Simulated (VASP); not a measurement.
# Sc (Fm-3m) in VASP: further runs

Runs on Sc. Level: LDA. Tasks: single point, relaxation of cell and atoms.

Program: VASP 6.6.1. These are calculated values, not measurements. Logs are shortened: lines on timing, memory, paths and dates and some standing lists are left out, and cuts for length are marked.

## 1. The cell of the first run

Symmetry: Fm-3m, No. 225, cubic system. The conventional cell has a = 4.468 Å, b = 4.468 Å, c = 4.468 Å, α = 90.00°, β = 90.00°, γ = 90.00°. Within 4.2 Å of Sc (site symmetry m-3m) lie 12 Sc at 3.16 Å.

## 2. Single point, LDA

Contents of INCAR:

```
PREC = Accurate ; ENCUT = 520
EDIFF = 1E-7 ; ISMEAR = -1
SIGMA = 0.05 ; LREAL = F
LASPH = T ; NELM = 60
ALGO = Normal ; ISIF = 2
LWAVE = F ; LCHARG = F
GGA = CA ; NBANDS = 12
```

Contents of KPOINTS:

```
regular mesh
0
Gamma
  8 8 8
```

Contents of POSCAR:

```
Sc
1.0
    0.0000000000      2.2341582098      2.2341582098
    2.2341582098      0.0000000000      2.2341582098
    2.2341582098      2.2341582098      0.0000000000
Sc
1
Direct
    0.0000000000      0.0000000000      0.0000000000
```

Potentials or basis: VASP PAW LDA potentials, release 64 (Sc_sv).

The run is started by

```bash
$ cat potpaw_LDA.64/Sc_sv/POTCAR > POTCAR
$ mpirun -np 1 vasp_std > vasp.out
```

OUTCAR:

```text
PREC = Accurate
   ENCUT = 520
   EDIFF = 1E-7
   ISMEAR = -1
   LREAL = F
   LASPH = T
   NELM = 60
   ISIF = 2
   GGA = CA

 ion  position               nearest neighbor table
   1  0.000  0.000  0.000-

  LATTYP: Found a face centered cubic cell.
 ALAT       =     4.4683164196

  Lattice vectors:

 A1 = (   0.0000000000,   2.2341582098,   2.2341582098)
 A2 = (   2.2341582098,   0.0000000000,   2.2341582098)
 A3 = (   2.2341582098,   2.2341582098,   0.0000000000)

Analysis of symmetry for initial positions (statically):
=====================================================================
 Subroutine PRICEL returns:
 Original cell was already a primitive cell.

 Routine SETGRP: Setting up the symmetry group for a
 face centered cubic supercell.

 Subroutine GETGRP returns: Found 48 space group operations
 (whereof 48 operations were pure point group operations)
 out of a pool of 48 trial point group operations.

The static configuration has the point symmetry O_h .

Analysis of symmetry for dynamics (positions and initial velocities):
=====================================================================
 Subroutine PRICEL returns:
 Original cell was already a primitive cell.

 Routine SETGRP: Setting up the symmetry group for a
 face centered cubic supercell.

 Subroutine GETGRP returns: Found 48 space group operations
 (whereof 48 operations were pure point group operations)
 out of a pool of 48 trial point group operations.

The dynamic configuration has the point symmetry O_h .

 Subroutine INISYM returns: Found 48 space group operations
 (whereof 48 operations are pure point group operations),
 and found     1 'primitive' translations

----------------------------------------------------------------------------------------

                                     Primitive cell

  volume of cell :      22.3034

  direct lattice vectors                    reciprocal lattice vectors
     0.000000000  2.234158210  2.234158210    -0.223797938  0.223797938  0.223797938
     2.234158210  0.000000000  2.234158210     0.223797938 -0.223797938  0.223797938
     2.234158210  2.234158210  0.000000000     0.223797938  0.223797938 -0.223797938

  length of vectors
     3.159576841  3.159576841  3.159576841     0.387629399  0.387629399  0.387629399

  position of ions in fractional coordinates (direct lattice)
     0.000000000  0.000000000  0.000000000

  ion indices of the primitive-cell ions
   primitive index   ion index
                 1           1

[... 79 lines left out ...]
   POTIM  = 0.5000    time-step for ionic-motion
   TEBEG  =    0.0;   TEEND  =   0.0 temperature during run
   PSTRESS=    0.0 pullay stress
   NELECT =      11.0000    total number of electrons
   NUPDOWN=      -1.0000    fix difference up-down
   EMIN   =  10.00;   EMAX   =-10.00  energy-range for DOS
   EFERMI =   0.00;   METHOD = LEGACY
   ISMEAR =    -1;   SIGMA  =   0.05  broadening in eV -4-tet -1-fermi 0-gaus
   EFERMI_NEDOS =   21; number of points for ismear=-14 and -15
   IALGO  =     38    algorithm
   IMIX   =      4    mixing-type and parameters
     AMIX     =   0.40;   BMIX     =  1.00
     AMIX_MAG =   1.60;   BMIX_MAG =  1.00
  volume/ion in A,a.u.               =      22.30       150.51
  Fermi-wavevector in a.u.,A,eV,Ry     =   1.293447  2.444259 22.762599  1.673004
  Thomas-Fermi vector in A             =   2.425092
   LORBIT       =      0    0 simple, 1 ext, 2 COOP (PROOUT), +10 PAW based schemes
   GGA     = CA    functional components
   LHFCALC =     F    Hartree Fock is set to
   AEXX    =    0.0000 exact exchange contribution
   IVDW    =     0    specifies the selected vdW correction
   LEPSILON=     F    determine dielectric tensor
   LRPA    =     F    only Hartree local field effects (RPA)
 non-spin polarized calculation
  energy-cutoff  :      520.00
  volume of cell :       22.30
 maximum number of plane-waves:       620
   NGX = 11   NGY = 11   NGZ = 11

 number of electron      11.0000004 magnetization

 Free energy of the ion-electron system (eV)
  ---------------------------------------------------
  ext. energy  EPLUGINS =         0.00000000
  ---------------------------------------------------
  free energy    TOTEN  =        -6.69222122 eV

  energy without entropy =       -6.67971850  energy(sigma->0) =       -6.68596986

 E-fermi :   4.1408     XC(G=0): -10.5566

 val. band max:        4.1114055259   @ k =  -0.2500   0.3750   0.1250
 cond. band min:       4.1754913749   @ k =   0.5000   0.2500   0.1250
 fundamental gap:      0.0640858490
 Fermi energy:         4.1408336220

 k-point     1 :       0.0000    0.0000    0.0000
  band No.  band energies     occupation
      1     -44.4381      2.00000
      2     -23.1175      2.00000
      3     -23.1175      2.00000
      4     -23.1175      2.00000
      5      -1.1851      2.00000
      6       5.7916      0.00000
      7       5.7916      0.00000
      8       5.7916      0.00000
      9       7.3605      0.00000
     10       7.3605      0.00000
     11      17.2852      0.00000
     12      21.0153      0.00000
[... 331 lines left out ...]
 k-point    24 :      -0.3750    0.2500    0.1250
  band No.  band energies     occupation
      1     -44.3257      2.00000
      2     -23.6106      2.00000
      3     -23.3412      2.00000
      4     -23.2383      2.00000
      5       3.1821      2.00000
      6       3.8836      1.98841
      7       4.9982      0.00000
      8       6.4085      0.00000
      9       8.2406      0.00000
     10       9.7397      0.00000
     11      11.5029      0.00000
     12      16.1898      0.00000

 [... further k-points ...]

------------------------ aborting loop because EDIFF is reached ----------------------------------------

  FORCE on cell =-STRESS in cart. coord.  units (eV):
  Direction    XX          YY          ZZ          XY          YZ          ZX
  --------------------------------------------------------------------------------------
  -------------------------------------------------------------------------------------
  Total        0.0061241      0.0061241      0.0061241      0.0000000      0.0000000     -0.0000000
  in kB        0.4399268      0.4399268      0.4399268      0.0000000      0.0000000     -0.0000000
  external PRESSURE =       0.4399268 kB  Pullay stress =       0.0000000 kB

 VOLUME and BASIS-vectors are now :
 -----------------------------------------------------------------------------
  energy-cutoff  :      520.00
  volume of cell :       22.30
      direct lattice vectors                 reciprocal lattice vectors
     0.000000000  2.234158210  2.234158210    -0.223797938  0.223797938  0.223797938
     2.234158210  0.000000000  2.234158210     0.223797938 -0.223797938  0.223797938
     2.234158210  2.234158210  0.000000000     0.223797938  0.223797938 -0.223797938

 POSITION                                       TOTAL-FORCE (eV/Angst)
 -----------------------------------------------------------------------------------
      0.00000      0.00000      0.00000        -0.000000     -0.000000     -0.000000
 -----------------------------------------------------------------------------------
    total drift:                                0.000000      0.000000     -0.000000

  FREE ENERGIE OF THE ION-ELECTRON SYSTEM (eV)
  ---------------------------------------------------
  free  energy   TOTEN  =        -6.6922212202 eV

  energy  without entropy=       -6.6797184981  energy(sigma->0) =       -6.68596986
```

OSZICAR:

```text
N       E                     dE             d eps       ncg     rms          rms(c)
DAV:   1     0.727386413914E+02    0.72739E+02   -0.50413E+03   696   0.923E+02
DAV:   2    -0.577865673052E+01   -0.78517E+02   -0.76481E+02   696   0.287E+02
DAV:   3    -0.728617312433E+01   -0.15075E+01   -0.14862E+01   956   0.553E+01
DAV:   4    -0.730978732115E+01   -0.23614E-01   -0.23608E-01   968   0.521E+00
DAV:   5    -0.731000367516E+01   -0.21635E-03   -0.21635E-03   920   0.408E-01    0.588E+00
DAV:   6    -0.676638089229E+01    0.54362E+00   -0.82184E-01  1068   0.137E+01    0.175E+00
DAV:   7    -0.669815333991E+01    0.68228E-01   -0.13593E-01  1080   0.523E+00    0.457E-01
DAV:   8    -0.669232875263E+01    0.58246E-02   -0.85210E-03   756   0.132E+00    0.104E-01
DAV:   9    -0.669221086553E+01    0.11789E-03   -0.47989E-04  1076   0.349E-01    0.167E-02
DAV:  10    -0.669222113135E+01   -0.10266E-04   -0.48614E-06   780   0.213E-02    0.220E-03
DAV:  11    -0.669222122017E+01   -0.88824E-07   -0.12541E-07   836   0.364E-03
   1 F= -.66922212E+01 E0= -.66859699E+01  d E =-.125027E-01
```

stdout:

```text
POSCAR found type information on POSCAR Sc
 POSCAR found :  1 types and       1 ions
 scaLAPACK will be used
 LDA part: xc-table for (Slater(with rela. corr.)+CA(PZ))
 , standard interpolation
 POSCAR, INCAR and KPOINTS ok, starting setup
 FFT: planning ... GRIDC
 FFT: planning ... GRID_SOFT
 FFT: planning ... GRID
 WAVECAR not read
 entering main loop
```

It took 2.5 s on 1 thread of Intel Xeon 6975P-C (Granite Rapids), shared host; peak memory 0.13 GiB.

What came out:

```yaml
Free_energy: -6.6922 eV
Pressure: 0.0 GPa
```

Levels at points of the mesh, in eV from the Fermi level:
| k point | band 2 | band 3 | band 4 | band 5 | band 6 | band 7 | band 8 | band 9 |
| --- | --- | --- | --- | --- | --- | --- | --- | --- |
| (0.00, 0.00, 0.00) | -27.26 | -27.26 | -27.26 | -5.33 | 1.65 | 1.65 | 1.65 | 3.22 |
| (0.50, 0.00, 0.00) | -27.83 | -27.33 | -27.33 | -1.91 | 0.53 | 1.52 | 1.52 | 4.26 |
| (0.50, 0.50, 0.00) | -27.79 | -27.46 | -27.46 | -1.76 | -0.82 | 2.36 | 4.25 | 4.54 |

## 3. Single point, LDA

This run uses another cell than the first one, of 22.08 Å³/atom, 0.990 times its volume.

Contents of INCAR:

```
SYSTEM = Sc
  PREC = Accurate
  ENCUT = 520
  EDIFF = 1E-6
  ISMEAR = -1
  SIGMA = 0.05
  LREAL = .FALSE.
  LASPH = .TRUE.
  NELM = 80
  ALGO = Normal
  ISIF = 2
  LWAVE = .FALSE.
  LCHARG = .FALSE.
  NBANDS = 12
```

Contents of KPOINTS:

```
Automatic mesh
0
G
  8 8 8
  0 0 0
```

Contents of POSCAR:

```
Sc
1.0
    0.0000000000      2.2266860529      2.2266860529
    2.2266860529      0.0000000000      2.2266860529
    2.2266860529      2.2266860529      0.0000000000
Sc
1
Direct
    0.0000000000      0.0000000000      0.0000000000
```

Potentials or basis: VASP PAW LDA potentials, release 64 (Sc_sv).

The run is started by

```bash
$ cat potpaw_LDA.64/Sc_sv/POTCAR > POTCAR
$ mpirun -np 1 vasp_std > vasp.out
```

It took 2.5 s on 1 thread of Intel Xeon 6975P-C (Granite Rapids), shared host; peak memory 0.12 GiB.

Results (log left out):

```yaml
Free_energy: -6.6917 eV
Pressure: 0.6 GPa
```

Levels at points of the mesh, in eV from the Fermi level:
| k point | band 3 | band 4 | band 5 | band 6 | band 7 | band 8 |
| --- | --- | --- | --- | --- | --- | --- |
| (0.00, 0.00, 0.00) | -27.22 | -27.22 | -5.34 | 1.66 | 1.66 | 1.66 |
| (0.50, 0.00, 0.00) | -27.30 | -27.30 | -1.92 | 0.55 | 1.53 | 1.53 |
| (0.50, 0.50, 0.00) | -27.43 | -27.43 | -1.78 | -0.84 | 2.40 | 4.30 |

(Continued in part 2 of 2.)
